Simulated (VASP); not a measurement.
## LaScCl6: relaxation of cell and atoms with PBE

Crystal: LaScCl6.

```
La Sc Cl
1.0
     0.00000    5.28605    5.28605
     5.28605    0.00000    5.28605
     5.28605    5.28605    0.00000
La Sc Cl
1 1 6
Direct
  0.00000 0.00000 0.00000
  0.50000 0.50000 0.50000
  0.26368 0.73632 0.73632
  0.73632 0.26368 0.26368
  0.73632 0.26368 0.73632
  0.26368 0.73632 0.26368
  0.73632 0.73632 0.26368
  0.26368 0.26368 0.73632
```

The cell was generated, and may not be a known phase.

```
Program                : VASP 6.6.1
Task                   : relaxation of cell and atoms
Functional             : PBE
Potentials or basis    : VASP PAW PBE potentials, release 64 (La, Sc_sv, Cl)
Cutoff                 : 600 eV
k mesh                 : 4 × 4 × 4
Occupations            : gaussian, width 0.02 eV
Spin                   : no spin polarisation
Dipole correction      : no
Further INCAR settings : ALGO = Normal; EDIFF = 1e-06; IBRION = 2; EDIFFG = -0.01; NSW = 100; ISIF = 3
```

```yaml
Relaxed_volume: 36.94 Å³/atom
Relaxed_cell: a = 7.476 Å, b = 7.476 Å, c = 7.476 Å, α = 60.00°, β = 60.00°, γ = 60.00°
Space_group_after_relaxing_to_0.1_Å: Fm-3m (No. 225)
Energy_gained_by_relaxing: 0.0 meV/atom
Ionic_steps: 3
Pressure_after_relaxing: 0.0 GPa
Band_gap_on_the_k_mesh: 3.34 eV
```

Forces in eV/Å, atoms in the order of the input:
```
La   0.000  0.000  0.000
Sc   0.000  0.000  0.000
Cl   0.002  0.000  0.000
Cl  -0.002  0.000  0.000
Cl   0.000  0.002  0.000
Cl   0.000 -0.002  0.000
Cl   0.000  0.000  0.002
Cl   0.000  0.000 -0.002
```

Step by step:
```tsv
step	energy change (eV)	largest force (eV/Å)	pressure (GPa)	volume (Å³)
1	0.0000	0.0335	0.01	295.41
2	-0.0002	0.0104	0.00	295.47
3	-0.0002	0.0024	-0.01	295.49
```

Final structure:
```cif
data_structure
_symmetry_space_group_name_H-M 'P 1'
_symmetry_Int_Tables_number 1
_cell_length_a 7.4763
_cell_length_b 7.4763
_cell_length_c 7.4763
_cell_angle_alpha 60.000
_cell_angle_beta 60.000
_cell_angle_gamma 60.000
_cell_volume 295.49
loop_
_atom_site_label
_atom_site_type_symbol
_atom_site_fract_x
_atom_site_fract_y
_atom_site_fract_z
_atom_site_occupancy
La1 La 0.00000 0.00000 0.00000 1
Sc1 Sc 0.50000 0.50000 0.50000 1
Cl1 Cl 0.26347 0.73653 0.73653 1
Cl2 Cl 0.73653 0.26347 0.26347 1
Cl3 Cl 0.73653 0.26347 0.73653 1
Cl4 Cl 0.26347 0.73653 0.26347 1
Cl5 Cl 0.73653 0.73653 0.26347 1
Cl6 Cl 0.26347 0.26347 0.73653 1
```

Levels at points of the mesh, in eV from the valence-band top:
```tsv
k point	band 28	band 29	band 30	band 31	band 32	band 33	band 34	band 35	band 36	band 37
(0.00, 0.00, 0.00)	-0.55	-0.55	0.00	0.00	0.00	3.34	3.34	3.34	3.96	4.01
(0.50, 0.00, 0.00)	-0.48	-0.38	-0.32	-0.32	-0.25	3.61	3.62	3.62	3.96	4.00
(0.50, 0.50, 0.00)	-0.78	-0.69	-0.55	-0.55	0.00	3.36	3.97	3.99	3.99	4.01
```

It took 8.8 min on 1 thread of Intel Xeon 8259CL (shared host), peak memory 0.6 GiB.

Caveat: spin-orbit coupling is left out, which moves the levels of the heavy elements. A k mesh can miss the band edges.
